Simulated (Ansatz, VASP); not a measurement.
## Two plane-wave programs on Sb

Contents of INCAR:

```
SYSTEM = Sb
PREC = Accurate
ENCUT = 600
EDIFF = 1E-6
ISMEAR = -1
SIGMA = 0.05
LREAL = .False.
LASPH = .True.
NELM = 60
ALGO = Normal
ISIF = 3
LWAVE = .False.
LCHARG = .False.
GGA = B5
ALDAX = 1.0
AGGAX = 1.0
AGGAC = 1.0
ALDAC = 0.0
IVDW = 12
VDW_S6 = 1.0
VDW_S8 = 2.6996
VDW_A1 = 0.4298
VDW_A2 = 4.2359
IBRION = 2
NSW = 60
EDIFFG = -0.01
```

Contents of KPOINTS:

```
Automatic mesh
0
Gamma
  8 8 8
  0 0 0
```

Contents of POSCAR:

```
Sb
1.0
    3.1600000000      0.0000000000      0.0000000000
    0.0000000000      3.1600000000      0.0000000000
    0.0000000000      0.0000000000      3.1600000000
Sb
1
Direct
    0.0000000000      0.0000000000      0.0000000000
```

input.yaml

```yaml
crystal:
  lattice:
    - [3.16, 0.0, 0.0]
    - [0.0, 3.16, 0.0]
    - [0.0, 0.0, 3.16]
  atoms:
    - { symbol: Sb, position: [0.0, 0.0, 0.0] }
hamiltonian:
  xc: blyp
  pseudopotentials: { kind: paw }
  dispersion: d3bj
kpoints:
  mp_grid: { grid: [8, 8, 8] }
scf:
  occupations: { method: fermi_dirac, width: 0.05 }
output:
  forces: true
  stress: true
  eigenvalues: true
relax:
  f_tol: 0.01
  max_steps: 40
  cell: { stress_tol: 0.05 }
```

Alike in both runs: task relaxation of cell and atoms; functional BLYP; dispersion D3(BJ); k mesh 8 × 8 × 8; occupations fermi-dirac, width 0.05 eV; no spin polarisation.

|  | VASP | Ansatz |
| --- | --- | --- |
| version | VASP 6.6.1 | Ansatz 0.2.0 |
| potentials or method | VASP PAW PBE potentials, release 64 (Sb) | Ansatz PAW |
| plane-wave cutoff (eV) | 600 | 420 |
| valence electrons in the cell | 5 | 15 |

Ansatz gave:

| Property | Result |
| --- | --- |
| gap on the k mesh at the Fermi level, each at its own relaxed structure (eV) | none |
| relaxed volume (Å³/atom) | 29.17 |
| relaxed cell length with the largest relative difference (Å) | 3.078 |

**Question.** Which values does VASP return?

**Answer.** gap on the k mesh at the Fermi level, each at its own relaxed structure (eV): none; relaxed volume (Å³/atom): 29.33; relaxed cell length with the largest relative difference (Å): 3.084.

VASP's potentials were made for PBE, not for BLYP. A gap of «none» marks a metal or a gap that the smearing closes. VASP's potentials hold 5 valence electrons a cell and Ansatz's 15, so a difference there can come from the potentials and not from the codes.

Spin-orbit coupling is off throughout. Noted on Ansatz's run: the plane-wave basis is chosen anew once the cell has moved, so the energies of steps on either side of that aren't comparable.
